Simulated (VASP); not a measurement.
# HgTe (F-43m) in VASP: a series of runs, part 2 of 3

VASP 6.6.1. The steps go on from the part before.

## (3) Single point, LDA (volume scaled by 0.975)

INCAR reads:

```
SYSTEM = HgTe
PREC     = Accurate       ! precision mode
ENCUT    = 520            ! plane-wave cutoff, eV
EDIFF    = 1E-6           ! SCF threshold, eV
ISMEAR   = -1             ! smearing method
SIGMA    = 0.03           ! smearing width, eV
LREAL    = .FALSE.        ! projectors in reciprocal space
LASPH    = .TRUE.         ! aspherical terms in the spheres
NELM     = 100            ! most SCF steps
ALGO     = Normal         ! electronic algorithm
ISIF     = 2              ! what is computed and relaxed
LWAVE    = .FALSE.        ! write WAVECAR
LCHARG   = .FALSE.        ! write CHGCAR
NBANDS   = 16             ! bands
```

KPOINTS reads:

```
Automatic mesh
0
G
  11 11 11
  0 0 0
```

POSCAR reads:

```
HgTe
1.0
    0.0000000000      3.1964104840      3.1964104840
    3.1964104840      0.0000000000      3.1964104840
    3.1964104840      3.1964104840      0.0000000000
Hg Te
1 1
Direct
    0.0000000000      0.0000000000      0.0000000000
    0.7500000000      0.7500000000      0.7500000000
```

Potentials or basis: VASP PAW LDA potentials, release 64 (Hg, Te).

Run with:

```bash
> cat potpaw_LDA.64/Hg/POTCAR potpaw_LDA.64/Te/POTCAR > POTCAR
> mpirun -np 1 vasp_std > vasp.out
```

It took 54 s on 1 thread of Intel Xeon 6975P-C, shared host; peak memory 0.21 GiB.

It converged, with:

| Quantity | Value |
| --- | --- |
| Free energy | -5.0318 eV |
| Pressure | 1.3 GPa |
| Band gap on the k mesh | zero (filled and empty bands touch) |

Levels at points of the mesh, in eV from the Fermi level:
| k point | band 5 | band 6 | band 7 | band 8 | band 9 | band 10 | band 11 | band 12 | band 13 | band 14 |
| --- | --- | --- | --- | --- | --- | --- | --- | --- | --- | --- |
| (0.00, 0.00, 0.00) | -7.03 | -7.03 | -0.82 | -0.03 | -0.03 | -0.03 | 4.07 | 4.07 | 4.07 | 6.20 |

Caveat: the cell differs from its parent crystal (volume scaled by 0.975); spin-orbit coupling is left out, which moves the levels of the heavy elements.

## (4) Single point, LDA

This run uses another cell than the first one, of 33.50 Å³/atom, 1.053 times its volume.

INCAR reads:

```
SYSTEM = HgTe
ALGO = Normal
EDIFF = 1E-6
ENCUT = 520
ISIF = 2
ISMEAR = -1
LASPH = .True.
LCHARG = .False.
LREAL = .False.
LWAVE = .False.
NBANDS = 16
NELM = 100
PREC = Accurate
SIGMA = 0.03
```

KPOINTS reads:

```
k-points
0
Gamma
  11 11 11
  0 0 0
```

POSCAR reads:

```
HgTe
1.0
    0.0000000000      3.2235000000      3.2235000000
    3.2235000000      0.0000000000      3.2235000000
    3.2235000000      3.2235000000      0.0000000000
Hg Te
1 1
Direct
    0.0000000000      0.0000000000      0.0000000000
    0.7500000000      0.7500000000      0.7500000000
```

Potentials or basis: VASP PAW LDA potentials, release 64 (Hg, Te).

Run with:

```bash
> cat potpaw_LDA.64/Hg/POTCAR potpaw_LDA.64/Te/POTCAR > POTCAR
> mpirun -np 1 vasp_std > vasp.out
```

OUTCAR:

```text
SYSTEM = HgTe
   EDIFF = 1E-6
   ENCUT = 520
   ISIF = 2
   ISMEAR = -1
   LASPH = .True.
   LREAL = .False.
   NELM = 100
   PREC = Accurate

 ion  position               nearest neighbor table
   1  0.000  0.000  0.000-   2 2.79   2 2.79   2 2.79   2 2.79
   2  0.750  0.750  0.750-   1 2.79   1 2.79   1 2.79   1 2.79

  LATTYP: Found a face centered cubic cell.
 ALAT       =     6.4470000000

  Lattice vectors:

 A1 = (   0.0000000000,   3.2235000000,   3.2235000000)
 A2 = (   3.2235000000,   0.0000000000,   3.2235000000)
 A3 = (   3.2235000000,   3.2235000000,   0.0000000000)

Analysis of symmetry for initial positions (statically):
=====================================================================
 Subroutine PRICEL returns:
 Original cell was already a primitive cell.

 Routine SETGRP: Setting up the symmetry group for a
 face centered cubic supercell.

 Subroutine GETGRP returns: Found 24 space group operations
 (whereof 24 operations were pure point group operations)
 out of a pool of 48 trial point group operations.

The static configuration has the point symmetry T_d .

Analysis of symmetry for dynamics (positions and initial velocities):
=====================================================================
 Subroutine PRICEL returns:
 Original cell was already a primitive cell.

 Routine SETGRP: Setting up the symmetry group for a
 face centered cubic supercell.

 Subroutine GETGRP returns: Found 24 space group operations
 (whereof 24 operations were pure point group operations)
 out of a pool of 48 trial point group operations.

The dynamic configuration has the point symmetry T_d .

 Subroutine INISYM returns: Found 24 space group operations
 (whereof 24 operations are pure point group operations),
 and found     1 'primitive' translations

----------------------------------------------------------------------------------------

                                     Primitive cell

  volume of cell :      66.9905

  direct lattice vectors                    reciprocal lattice vectors
     0.000000000  3.223500000  3.223500000    -0.155110904  0.155110904  0.155110904
     3.223500000  0.000000000  3.223500000     0.155110904 -0.155110904  0.155110904
     3.223500000  3.223500000  0.000000000     0.155110904  0.155110904 -0.155110904

  length of vectors
     4.558717418  4.558717418  4.558717418     0.268659967  0.268659967  0.268659967

  position of ions in fractional coordinates (direct lattice)
     0.000000000  0.000000000  0.000000000
     0.750000000  0.750000000  0.750000000

  ion indices of the primitive-cell ions
   primitive index   ion index
                 1           1
                 2           2

----------------------------------------------------------------------------------------

 KPOINTS: k-points

Automatic generation of k-mesh.
 Grid dimensions read from file:
 generate k-points for:   11   11   11

 Generating k-lattice:

  Cartesian coordinates                     Fractional coordinates (reciprocal lattice)
    -0.014100991  0.014100991  0.014100991     0.090909091  0.000000000  0.000000000
     0.014100991 -0.014100991  0.014100991     0.000000000  0.090909091  0.000000000
     0.014100991  0.014100991 -0.014100991     0.000000000  0.000000000  0.090909091

  Length of vectors
     0.024423633  0.024423633  0.024423633

  Shift w.r.t. Gamma in fractional coordinates (k-lattice)
     0.000000000  0.000000000  0.000000000

 Subroutine IBZKPT returns following result:
 ===========================================

 Found     56 irreducible k-points:

 Following reciprocal coordinates:
            Coordinates               Weight
  0.000000  0.000000  0.000000      1.000000
  0.090909  0.000000  0.000000      8.000000
  0.181818  0.000000  0.000000      8.000000
  0.272727  0.000000  0.000000      8.000000
  0.363636  0.000000  0.000000      8.000000
  0.454545  0.000000  0.000000      8.000000
[... 16 lines left out ...]
 -0.272727  0.181818  0.000000     24.000000
 -0.181818  0.181818  0.000000     12.000000
 [... further k-points ...]
   k-points           NKPTS =     56   k-points in BZ     NKDIM =     56   number of bands    NBANDS=     16
   number of dos      NEDOS =    301   number of ions     NIONS =      2
   total plane-waves  NPLWV =  46656
   dimension x,y,z NGX =    36 NGY =   36 NGZ =   36
   dimension x,y,z NGXF=    72 NGYF=   72 NGZF=   72
   ions per type =               1   1
   NGX,Y,Z   is equivalent  to a cutoff of  13.13, 13.13, 13.13 a.u.
   NGXF,Y,Z  is equivalent  to a cutoff of  26.26, 26.26, 26.26 a.u.
 SYSTEM =  HgTe
   PREC   = accura    normal or accurate (medium, high low for compatibility)
   ISTART =      0    job   : 0-new  1-cont  2-samecut
   ICHARG =      2    charge: 1-file 2-atom 10-const
   ISPIN  =      1    spin polarized calculation?
   LNONCOLLINEAR =      F non collinear calculations
   LSORBIT =      F    spin-orbit coupling
   LASPH  =      T    aspherical Exc in radial PAW
   ENCUT  =  520.0 eV  38.22 Ry    6.18 a.u.   8.48  8.48  8.48*2*pi/ulx,y,z
   NELM   =    100;   NELMIN=  2; NELMDL= -5     # of ELM steps
   EDIFF  = 0.1E-05   stopping-criterion for ELM
   LREAL  =      F    real-space projection
   EDIFFG = 0.1E-04   stopping-criterion for IOM
   NSW    =      0    number of steps for IOM
   IBRION =     -1    ionic relax: 0-MD 1-quasi-New 2-CG
   NFREE  =      0    steps in history (QN), initial steepest desc. (CG)
   ISIF   =      2    stress and relaxation
   ISYM   =      2    0-nonsym 1-usesym 2-fastsym
   POTIM  = 0.5000    time-step for ionic-motion
   TEBEG  =    0.0;   TEEND  =   0.0 temperature during run
   PSTRESS=    0.0 pullay stress
   NELECT =      18.0000    total number of electrons
   NUPDOWN=      -1.0000    fix difference up-down
   EMIN   =  10.00;   EMAX   =-10.00  energy-range for DOS
   EFERMI =   0.00;   METHOD = LEGACY
   ISMEAR =    -1;   SIGMA  =   0.03  broadening in eV -4-tet -1-fermi 0-gaus
   EFERMI_NEDOS =   21; number of points for ismear=-14 and -15
   IALGO  =     38    algorithm
   IMIX   =      4    mixing-type and parameters
     AMIX     =   0.40;   BMIX     =  1.00
     AMIX_MAG =   1.60;   BMIX_MAG =  1.00
  volume/ion in A,a.u.               =      33.50       226.04
  Fermi-wavevector in a.u.,A,eV,Ry     =   1.056399  1.996305 15.183815  1.115979
  Thomas-Fermi vector in A             =   2.191633
   LORBIT       =      0    0 simple, 1 ext, 2 COOP (PROOUT), +10 PAW based schemes
   GGA     = CA    functional components
   LHFCALC =     F    Hartree Fock is set to
   AEXX    =    0.0000 exact exchange contribution
   IVDW    =     0    specifies the selected vdW correction
   LEPSILON=     F    determine dielectric tensor
   LRPA    =     F    only Hartree local field effects (RPA)
 non-spin polarized calculation
  energy-cutoff  :      520.00
  volume of cell :       66.99
 maximum number of plane-waves:      1832
 NGX is ok and might be reduce to    36
   NGX = 17   NGY = 17   NGZ = 17

 number of electron      18.0000001 magnetization

 Free energy of the ion-electron system (eV)
  ---------------------------------------------------
  ext. energy  EPLUGINS =         0.00000000
  ---------------------------------------------------
  free energy    TOTEN  =        -5.03868341 eV

  energy without entropy =       -5.03854529  energy(sigma->0) =       -5.03861435

 E-fermi :   3.0194     XC(G=0):  -9.1346

 val. band max:        2.9868865439   @ k =   0.0000   0.0000   0.0000
 cond. band min:       3.4262059046   @ k =   0.0909   0.0000   0.0000
 fundamental gap:      0.4393193607
 Fermi energy:         3.0194009879

 k-point     1 :       0.0000    0.0000    0.0000
  band No.  band energies     occupation
      1      -9.1112      2.00000
      2      -4.4338      2.00000
      3      -4.4338      2.00000
      4      -4.4338      2.00000
      5      -3.8911      2.00000
      6      -3.8911      2.00000
[... 8 lines left out ...]
     15      12.5110      0.00000
     16      12.5110      0.00000

 k-point     2 :       0.0909    0.0000    0.0000
  band No.  band energies     occupation
      1      -9.0689      2.00000
      2      -4.4219      2.00000
      3      -4.4219      2.00000
      4      -4.4205      2.00000
      5      -3.8925      2.00000
      6      -3.8925      2.00000
[... 8 lines left out ...]
     15      11.8396      0.00000
     16      11.8396      0.00000
[... 387 lines left out ...]
      5      -3.9108      2.00000
      6      -3.8355      2.00000
[... 8 lines left out ...]
     15      12.0695      0.00000
     16      13.2243      0.00000

 k-point    24 :      -0.1818    0.1818    0.0000
  band No.  band energies     occupation
      1      -8.7369      2.00000
      2      -4.3404      2.00000
      3      -4.3209      2.00000
      4      -4.2258      2.00000
      5      -3.9150      2.00000
      6      -3.8644      2.00000
[... 8 lines left out ...]
     15      12.0073      0.00000
     16      12.2550      0.00000

 [... further k-points ...]
[... 5 lines left out ...]
  --------------------------------------------------------------------------------------
  -------------------------------------------------------------------------------------
  Total       -0.0022971     -0.0022971     -0.0022971      0.0000000      0.0000000      0.0000000
  in kB       -0.0549381     -0.0549381     -0.0549381      0.0000000      0.0000000      0.0000000
  external PRESSURE =      -0.0549381 kB  Pullay stress =       0.0000000 kB

 VOLUME and BASIS-vectors are now :
 -----------------------------------------------------------------------------
  energy-cutoff  :      520.00
  volume of cell :       66.99
      direct lattice vectors                 reciprocal lattice vectors
     0.000000000  3.223500000  3.223500000    -0.155110904  0.155110904  0.155110904
     3.223500000  0.000000000  3.223500000     0.155110904 -0.155110904  0.155110904
     3.223500000  3.223500000  0.000000000     0.155110904  0.155110904 -0.155110904

 POSITION                                       TOTAL-FORCE (eV/Angst)
 -----------------------------------------------------------------------------------
      0.00000      0.00000      0.00000        -0.000000      0.000000      0.000000
      4.83525      4.83525      4.83525         0.000000     -0.000000     -0.000000
 -----------------------------------------------------------------------------------
    total drift:                                0.000000      0.000000      0.000000

  FREE ENERGIE OF THE ION-ELECTRON SYSTEM (eV)
  ---------------------------------------------------
  free  energy   TOTEN  =        -5.0386834064 eV

  energy  without entropy=       -5.0385452860  energy(sigma->0) =       -5.03861435
```

It took 51 s on 1 thread of Intel Xeon 6975P-C, shared host; peak memory 0.21 GiB.

What came out:

```yaml
Free_energy: -5.0387 eV
Pressure: 0.0 GPa
Band_gap_on_the_k_mesh: zero (filled and empty bands touch)
```

Caveat: spin-orbit coupling is left out, which moves the levels of the heavy elements.

## (5) Single point, LDA (volume scaled by 1.025)

INCAR reads:

```
PREC = Accurate ; ENCUT = 520
EDIFF = 1E-7 ; ISMEAR = -1
SIGMA = 0.03 ; LREAL = False
LASPH = True ; NELM = 80
ALGO = Normal ; ISIF = 2
LWAVE = False ; LCHARG = False
NBANDS = 16
```

KPOINTS reads:

```
Automatic mesh
0
Gamma
  11 11 11
```

POSCAR reads:

```
HgTe
1.0
    0.0000000000      3.2501417040      3.2501417040
    3.2501417040      0.0000000000      3.2501417040
    3.2501417040      3.2501417040      0.0000000000
Hg Te
1 1
Direct
    0.0000000000      0.0000000000      0.0000000000
    0.7500000000      0.7500000000      0.7500000000
```

Run with:

```bash
> cat potpaw_LDA.64/Hg/POTCAR potpaw_LDA.64/Te/POTCAR > POTCAR
> mpirun -np 1 vasp_std > vasp.out
```

Wall time 56 s (1 thread of Intel Xeon 6975P-C, shared host); peak memory 0.21 GiB.

Results (log left out):

* Free energy: -5.0332 eV
* Pressure: -1.1 GPa
* Band gap on the k mesh: zero (filled and empty bands touch)

Levels at points of the mesh, in eV from the Fermi level:
| k point | band 6 | band 7 | band 8 | band 9 | band 10 | band 11 | band 12 | band 13 |
| --- | --- | --- | --- | --- | --- | --- | --- | --- |
| (0.00, 0.00, 0.00) | -6.80 | -0.94 | -0.03 | -0.03 | -0.03 | 4.15 | 4.15 | 4.15 |

Caveat: the cell differs from its parent crystal (volume scaled by 1.025); spin-orbit coupling is left out, which moves the levels of the heavy elements.

(Continued in part 3 of 3.)
